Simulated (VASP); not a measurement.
# GaN (P6_3mc) in VASP: relaxation of cell and atoms with LDA

Aim: the relaxation of cell and atoms of GaN with LDA.

Everything below comes from runs of VASP 6.6.1. Logs are shortened: lines on timing, memory, paths and dates and some standing lists are left out, and cuts for length are marked.

## 1. The cell of the first run

The structure is hexagonal, space group P6_3mc (No. 186). Conventional cell: a = 3.180 Å, b = 3.180 Å, c = 5.166 Å, α = 90.00°, β = 90.00°, γ = 120.00°. Ga (site symmetry 3m) has 4 N at 1.94 to 1.95 Å within 2.6 Å. N (site symmetry 3m) has 4 Ga at 1.94 to 1.95 Å within 2.6 Å.

## 2. Relaxation of cell and atoms, LDA

INCAR reads:

```
  PREC = Accurate
  ENCUT = 600
  EDIFF = 1E-6
  ISMEAR = 0
  SIGMA = 0.02
  LREAL = False
  LASPH = True
  NELM = 80
  ALGO = Normal
  ISIF = 3
  LWAVE = False
  LCHARG = False
  GGA = CA
  IBRION = 2
  NSW = 80
  EDIFFG = -0.005
```

KPOINTS reads:

```
regular mesh
0
Gamma
  21 21 12
```

POSCAR reads:

```
GaN
1.0
    3.1800000000      0.0000000000      0.0000000000
   -1.5900000000      2.7539607840      0.0000000000
    0.0000000000      0.0000000000      5.1660000000
Ga N
2 2
Direct
    0.3333333333      0.6666666667      0.0000000000
    0.6666666667      0.3333333333      0.5000000000
    0.3333333333      0.6666666667      0.3750000000
    0.6666666667      0.3333333333      0.8750000000
```

Potentials or basis: VASP PAW LDA potentials, release 64 (Ga_d, N).

Run with:

```
$ cat potpaw_LDA.64/Ga_d/POTCAR potpaw_LDA.64/N/POTCAR > POTCAR
$ mpirun -np 1 vasp_std > vasp.out
```

OUTCAR:

```text
PREC = Accurate
   ENCUT = 600
   EDIFF = 1E-6
   ISMEAR = 0
   LREAL = False
   LASPH = True
   NELM = 80
   ISIF = 3
   GGA = CA
   IBRION = 2
   NSW = 80
   EDIFFG = -0.005

 ion  position               nearest neighbor table
   1  0.333  0.667  0.000-   3 1.94   4 1.95   4 1.95   4 1.95
   2  0.667  0.333  0.500-   4 1.94   3 1.95   3 1.95   3 1.95
   3  0.333  0.667  0.375-   1 1.94   2 1.95   2 1.95   2 1.95
   4  0.667  0.333  0.875-   2 1.94   1 1.95   1 1.95   1 1.95

  LATTYP: Found a hexagonal cell.
 ALAT       =     3.1800000000
 C/A-ratio  =     1.6245283019

  Lattice vectors:

 A1 = (   3.1800000000,   0.0000000000,   0.0000000000)
 A2 = (  -1.5900000000,   2.7539607840,   0.0000000000)
 A3 = (   0.0000000000,   0.0000000000,   5.1660000000)

Analysis of symmetry for initial positions (statically):
=====================================================================
 Subroutine PRICEL returns:
 Original cell was already a primitive cell.

 Routine SETGRP: Setting up the symmetry group for a
 hexagonal supercell.

 Subroutine GETGRP returns: Found 12 space group operations
 (whereof  6 operations were pure point group operations)
 out of a pool of 24 trial point group operations.

The static configuration has the point symmetry C_3v.
 The point group associated with its full space group is C_6v.

Analysis of symmetry for dynamics (positions and initial velocities):
=====================================================================
 Subroutine PRICEL returns:
 Original cell was already a primitive cell.

 Routine SETGRP: Setting up the symmetry group for a
 hexagonal supercell.

 Subroutine GETGRP returns: Found 12 space group operations
 (whereof  6 operations were pure point group operations)
 out of a pool of 24 trial point group operations.

The dynamic configuration has the point symmetry C_3v.
 The point group associated with its full space group is C_6v.

 Subroutine INISYM returns: Found 12 space group operations
 (whereof  6 operations are pure point group operations),
 and found     1 'primitive' translations

----------------------------------------------------------------------------------------

                                     Primitive cell

  volume of cell :      45.2417

  direct lattice vectors                    reciprocal lattice vectors
     3.180000000  0.000000000  0.000000000     0.314465409  0.181556688  0.000000000
    -1.590000000  2.753960784  0.000000000     0.000000000  0.363113377  0.000000000
     0.000000000  0.000000000  5.166000000     0.000000000  0.000000000  0.193573364

  length of vectors
     3.180000000  3.180000000  5.166000000     0.363113377  0.363113377  0.193573364

  position of ions in fractional coordinates (direct lattice)
     0.333333333  0.666666667  0.000000000
     0.666666667  0.333333333  0.500000000
     0.333333333  0.666666667  0.375000000
     0.666666667  0.333333333  0.875000000

  ion indices of the primitive-cell ions
   primitive index   ion index
                 1           1
                 2           2
                 3           3
                 4           4

----------------------------------------------------------------------------------------

 KPOINTS: regular mesh

Automatic generation of k-mesh.
 Grid dimensions read from file:
 generate k-points for:   21   21   12

 Generating k-lattice:

  Cartesian coordinates                     Fractional coordinates (reciprocal lattice)
     0.014974543  0.008645557  0.000000000     0.047619048 -0.000000000  0.000000000
     0.000000000  0.017291113  0.000000000     0.000000000  0.047619048  0.000000000
     0.000000000  0.000000000  0.016131114     0.000000000  0.000000000  0.083333333

  Length of vectors
     0.017291113  0.017291113  0.016131114

  Shift w.r.t. Gamma in fractional coordinates (k-lattice)
     0.000000000  0.000000000  0.000000000

 Subroutine IBZKPT returns following result:
 ===========================================

 Found    336 irreducible k-points:

 Following reciprocal coordinates:
            Coordinates               Weight
  0.000000  0.000000  0.000000      1.000000
  0.047619  0.000000  0.000000      6.000000
  0.095238  0.000000  0.000000      6.000000
  0.142857  0.000000  0.000000      6.000000
  0.190476  0.000000  0.000000      6.000000
  0.238095  0.000000  0.000000      6.000000
[... 16 lines left out ...]
  0.142857  0.095238  0.000000     12.000000
  0.190476  0.095238  0.000000     12.000000
 [... further k-points ...]
   k-points           NKPTS =    336   k-points in BZ     NKDIM =    336   number of bands    NBANDS=     22
   number of dos      NEDOS =    301   number of ions     NIONS =      4
   total plane-waves  NPLWV =  32928
   dimension x,y,z NGX =    28 NGY =   28 NGZ =   42
   dimension x,y,z NGXF=    56 NGYF=   56 NGZF=   84
   ions per type =               2   2
   NGX,Y,Z   is equivalent  to a cutoff of  14.64, 14.64, 13.52 a.u.
   NGXF,Y,Z  is equivalent  to a cutoff of  29.28, 29.28, 27.03 a.u.
 SYSTEM =  unknown system
   PREC   = accura    normal or accurate (medium, high low for compatibility)
   ISTART =      0    job   : 0-new  1-cont  2-samecut
   ICHARG =      2    charge: 1-file 2-atom 10-const
   ISPIN  =      1    spin polarized calculation?
   LNONCOLLINEAR =      F non collinear calculations
   LSORBIT =      F    spin-orbit coupling
   LASPH  =      T    aspherical Exc in radial PAW
   ENCUT  =  600.0 eV  44.10 Ry    6.64 a.u.   6.35  6.35 10.32*2*pi/ulx,y,z
   NELM   =     80;   NELMIN=  2; NELMDL= -5     # of ELM steps
   EDIFF  = 0.1E-05   stopping-criterion for ELM
   LREAL  =      F    real-space projection
   EDIFFG = -.5E-02   stopping-criterion for IOM
   NSW    =     80    number of steps for IOM
   IBRION =      2    ionic relax: 0-MD 1-quasi-New 2-CG
   NFREE  =      1    steps in history (QN), initial steepest desc. (CG)
   ISIF   =      3    stress and relaxation
   ISYM   =      2    0-nonsym 1-usesym 2-fastsym
   POTIM  = 0.5000    time-step for ionic-motion
   TEBEG  =    0.0;   TEEND  =   0.0 temperature during run
   PSTRESS=    0.0 pullay stress
   NELECT =      36.0000    total number of electrons
   NUPDOWN=      -1.0000    fix difference up-down
   EMIN   =  10.00;   EMAX   =-10.00  energy-range for DOS
   EFERMI =   0.00;   METHOD = LEGACY
   ISMEAR =     0;   SIGMA  =   0.02  broadening in eV -4-tet -1-fermi 0-gaus
   EFERMI_NEDOS =   21; number of points for ismear=-14 and -15
   IALGO  =     38    algorithm
   IMIX   =      4    mixing-type and parameters
     AMIX     =   0.40;   BMIX     =  1.00
     AMIX_MAG =   1.60;   BMIX_MAG =  1.00
  volume/ion in A,a.u.               =      11.31        76.33
  Fermi-wavevector in a.u.,A,eV,Ry     =   1.517036  2.866782 31.312427  2.301398
  Thomas-Fermi vector in A             =   2.626345
   LORBIT       =      0    0 simple, 1 ext, 2 COOP (PROOUT), +10 PAW based schemes
   GGA     = CA    functional components
   LHFCALC =     F    Hartree Fock is set to
   AEXX    =    0.0000 exact exchange contribution
   IVDW    =     0    specifies the selected vdW correction
   LEPSILON=     F    determine dielectric tensor
   LRPA    =     F    only Hartree local field effects (RPA)
 conjugate gradient relaxation of ions
 non-spin polarized calculation
 Gauss-broadening in eV      SIGMA  =   0.02
  energy-cutoff  :      600.00
  volume of cell :       45.24
 maximum number of plane-waves:      1536
 NGX is ok and might be reduce to    28
   NGX = 13   NGY = 13   NGZ = 21

--------------------------------------- Ionic step        1  -------------------------------------------

 number of electron      35.9999992 magnetization

 Free energy of the ion-electron system (eV)
  ---------------------------------------------------
  ext. energy  EPLUGINS =         0.00000000
  ---------------------------------------------------
  free energy    TOTEN  =       -27.90157817 eV

  energy without entropy =      -27.90157817  energy(sigma->0) =      -27.90157817

------------------------ aborting loop because EDIFF is reached ----------------------------------------

  FORCE on cell =-STRESS in cart. coord.  units (eV):
  Direction    XX          YY          ZZ          XY          YZ          ZX
  --------------------------------------------------------------------------------------
  -------------------------------------------------------------------------------------
  Total       -1.1931386     -1.1931386     -0.5796650      0.0000000      0.0000000     -0.0000000
  in kB      -42.2534523    -42.2534523    -20.5280815      0.0000000      0.0000000     -0.0000000
  external PRESSURE =     -35.0116620 kB  Pullay stress =       0.0000000 kB
[... 95 lines left out ...]
  FREE ENERGIE OF THE ION-ELECTRON SYSTEM (eV)
  ---------------------------------------------------
  free  energy   TOTEN  =       -27.9124231173 eV

  energy  without entropy=      -27.9124231173  energy(sigma->0) =      -27.91242312

[... ionic steps 4 to 12 ...]

--------------------------------------- Ionic step       13  -------------------------------------------

 number of electron      35.9999987 magnetization

------------------------ aborting loop because EDIFF is reached ----------------------------------------

  FORCE on cell =-STRESS in cart. coord.  units (eV):
  Direction    XX          YY          ZZ          XY          YZ          ZX
  --------------------------------------------------------------------------------------
  -------------------------------------------------------------------------------------
  Total       -0.0099746     -0.0099746     -0.0238044      0.0000000      0.0000000      0.0000000
  in kB       -0.3597379     -0.3597379     -0.8585126      0.0000000      0.0000000      0.0000000
  external PRESSURE =      -0.5259961 kB  Pullay stress =       0.0000000 kB
[... 61 lines left out ...]
  energy  without entropy=      -27.9124272796  energy(sigma->0) =      -27.91242728

--------------------------------------- Ionic step       15  -------------------------------------------

 number of electron      35.9999987 magnetization

 Free energy of the ion-electron system (eV)
  ---------------------------------------------------
  ext. energy  EPLUGINS =         0.00000000
  ---------------------------------------------------
  free energy    TOTEN  =       -27.91242857 eV

  energy without entropy =      -27.91242857  energy(sigma->0) =      -27.91242857

 E-fermi :   5.5407     XC(G=0): -12.2732

 val. band max:        5.3877472471   @ k =   0.0000   0.0000   0.0000
 cond. band min:       7.4998090451   @ k =   0.0000   0.0000   0.0000
 fundamental gap:      2.1120617980
 Fermi energy:         5.5406692428

 k-point     1 :       0.0000    0.0000    0.0000
  band No.  band energies     occupation
      1     -10.7138      2.00000
      2      -9.7491      2.00000
      3      -8.1960      2.00000
      4      -8.1784      2.00000
      5      -8.1784      2.00000
      6      -8.1123      2.00000
[... 574 lines left out ...]
      6      -8.0221      2.00000
[... 14 lines left out ...]
     21      12.7767      0.00000
     22      13.5242      0.00000

 [... further k-points ...]
[... 5 lines left out ...]
  --------------------------------------------------------------------------------------
  -------------------------------------------------------------------------------------
  Total        0.0157424      0.0157424      0.0016114      0.0000000      0.0000000      0.0000000
  in kB        0.5678836      0.5678836      0.0581289      0.0000000      0.0000000      0.0000000
  external PRESSURE =       0.3979654 kB  Pullay stress =       0.0000000 kB
[... 19 lines left out ...]
  FREE ENERGIE OF THE ION-ELECTRON SYSTEM (eV)
  ---------------------------------------------------
  free  energy   TOTEN  =       -27.9124285683 eV

  energy  without entropy=      -27.9124285683  energy(sigma->0) =      -27.91242857

 reached required accuracy - stopping structural energy minimisation
```

It took 69 min on 1 thread of Oxide Virtual Turin-like, shared host; peak memory 0.42 GiB.

Results:

```
Free energy                           : -27.9124 eV
Relaxed volume                        : 11.10 Å³/atom
Relaxed cell                          : a = 3.156 Å, b = 3.156 Å, c = 5.147 Å, α = 90.00°, β = 90.00°, γ = 120.00°
Space group after relaxing (to 0.1 Å) : P6_3mc (No. 186)
Energy gained by relaxing             : 2.7 meV/atom
Ionic steps                           : 15
Pressure after relaxing               : 0.0 GPa
Largest force after relaxing          : 0.004 eV/Å
Band gap on the k mesh                : 2.11 eV
```

Forces in eV/Å, atoms in the order of the input:
```
Ga   0.000  0.000 -0.004
Ga   0.000  0.000 -0.004
N    0.000  0.000  0.004
N    0.000  0.000  0.004
```

The path:
| step | energy change (eV) | largest force (eV/Å) | pressure (GPa) | volume (Å³) |
| --- | --- | --- | --- | --- |
| 1 | 0.0000 | 0.1279 | -3.50 | 45.24 |
| 2 | -0.0005 | 0.1151 | 3.78 | 43.64 |
| 3 | -0.0108 | 0.0090 | 0.02 | 44.42 |
| 4 | -0.0108 | 0.0064 | 0.30 | 44.40 |
| 5 | -0.0107 | 0.0010 | -0.48 | 44.52 |
| 6 | -0.0108 | 0.0052 | -0.02 | 44.43 |
| 7 | -0.0108 | 0.0060 | -0.05 | 44.43 |
| 8 | -0.0108 | 0.0062 | 0.25 | 44.42 |
| 9 | -0.0108 | 0.0049 | -0.22 | 44.43 |
| 10 | -0.0108 | 0.0064 | 0.01 | 44.42 |
| 11 | -0.0108 | 0.0055 | 0.01 | 44.42 |
| 12 | -0.0108 | 0.0044 | -0.08 | 44.43 |
| 13 | -0.0108 | 0.0062 | -0.05 | 44.42 |
| 14 | -0.0108 | 0.0012 | 0.11 | 44.41 |
| 15 | -0.0109 | 0.0036 | 0.04 | 44.41 |

Final structure:
```cif
data_structure
_symmetry_space_group_name_H-M 'P 1'
_symmetry_Int_Tables_number 1
_cell_length_a 3.1565
_cell_length_b 3.1565
_cell_length_c 5.1473
_cell_angle_alpha 90.000
_cell_angle_beta 90.000
_cell_angle_gamma 120.000
_cell_volume 44.41
loop_
_atom_site_label
_atom_site_type_symbol
_atom_site_fract_x
_atom_site_fract_y
_atom_site_fract_z
_atom_site_occupancy
Ga1 Ga 0.33333 0.66667 0.99934 1
Ga2 Ga 0.66667 0.33333 0.49934 1
N1 N 0.33333 0.66667 0.37566 1
N2 N 0.66667 0.33333 0.87566 1
```

A k mesh can miss the band edges. LDA usually gives volumes a few per cent too small.
